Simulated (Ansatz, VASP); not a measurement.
# Mo in VASP and in Ansatz

```
Mo
1.0
     2.55353    0.00000    0.00000
     0.00000    2.55353    0.00000
     0.00000    0.00000   28.33182
Mo
2
Direct
  0.00000 0.50000 0.22458
  0.50000 0.00000 0.30486
```

Alike in both runs: functional PBE; k mesh 22 × 22 × 1; occupations gaussian, width 0.1 eV; no spin polarisation.

Ansatz relaxed the structure, and its values are those at the end. VASP's run is a single point on that final structure, the one shown.

```csv
,VASP,Ansatz
version,VASP 6.6.1,Ansatz 0.2.0
potentials or method,"VASP PAW PBE potentials, release 64 (Mo_sv), cutoff 520 eV","scalar-relativistic, plane waves, PAW"
valence electrons in the cell,28,28
```

|  | VASP | Ansatz | Ansatz less VASP |
| --- | --- | --- | --- |
| gap on the k mesh at the Fermi level (eV) | none | none | - |
| rms of the force components (eV/Å) | 0.010 | 0.000 | -0.0097 |

A gap of «none» marks a metal or a gap that the smearing closes. Ansatz's warnings: slab cell height set.
